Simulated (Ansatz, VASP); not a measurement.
**CdI2: VASP beside Ansatz**

```
Cd I
1.0
     4.30766    0.00000    0.00000
    -2.15383    3.73054    0.00000
     0.00000    0.00000    6.85900
Cd I
1 2
Direct
  0.00000 0.00000 0.00000
  0.33333 0.66667 0.24920
  0.66667 0.33333 0.75080
```

Alike in both runs: task single point; functional PBE; k mesh 6 × 6 × 4; occupations fermi-dirac, width 0.05 eV; no spin polarisation.

|  | VASP | Ansatz |
| --- | --- | --- |
| version | VASP 6.6.1 | Ansatz 0.2.0 |
| potentials or method | VASP PAW PBE potentials, release 64 (Cd, I), cutoff 500 eV | plane waves, PAW |
| valence electrons in the cell | 26 | 54 |

```tsv
	VASP	Ansatz	Ansatz less VASP
pressure (GPa)	0.9	0.8	-0.09
traceless stress, the component that is largest in VASP (GPa)	0.25	0.26	+0.008
```

VASP's potentials hold 26 valence electrons a cell and Ansatz's 54, so a difference there can come from the potentials and not from the codes.

Neither program's run includes spin-orbit coupling.
